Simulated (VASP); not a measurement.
A run of VASP 6.6.1 is set up as follows.

File INCAR:

```
SYSTEM = LiB2H4
PREC = Accurate ; ENCUT = 520
EDIFF = 1E-6 ; ISMEAR = 0
SIGMA = 0.1 ; LREAL = .FALSE.
LASPH = .TRUE. ; NELM = 100
ALGO = Normal ; ISIF = 2
LWAVE = .FALSE. ; LCHARG = .FALSE.
GGA = PE ; NBANDS = 16
```

Contents of KPOINTS:

```
Automatic mesh
0
G
  6 6 4
  0 0 0
```

File POSCAR:

```
LiB2H4
1.0
    2.4530354353      0.1684626035     -0.0683511929
    0.9376508422      4.2007978355      0.0316114492
    0.9458628362      1.9039625136      5.8974725533
Li B H
1 2 4
Direct
    0.0000000000      0.0000000000      0.5000000000
    0.2479578911      0.4205108651      0.6131110766
    0.7520421089      0.5794891349      0.3868889234
    0.8745624164      0.4444571432      0.2395250980
    0.1254375836      0.5555428568      0.7604749020
    0.6335565498      0.8883273358      0.2926262650
    0.3664434502      0.1116726642      0.7073737350
```

Potentials or basis: VASP PAW PBE potentials, release 64 (Li_sv, B, H).

Run with:

```bash
$ cat potpaw_PBE.64/Li_sv/POTCAR potpaw_PBE.64/B/POTCAR potpaw_PBE.64/H/POTCAR > POTCAR
$ mpirun -np 1 vasp_std > vasp.out
```

Question: What does it give for the largest force?

Answer: 0.026 eV/Å.

Forces on the atoms (eV/Å):
```
Li   0.000  0.000  0.000
B   -0.004 -0.017 -0.007
B    0.004  0.017  0.007
H   -0.005 -0.015 -0.022
H    0.005  0.015  0.022
H   -0.002 -0.001 -0.006
H    0.002  0.001  0.006
```

Caveat: the k points lie up to 0.44 Å⁻¹ apart.
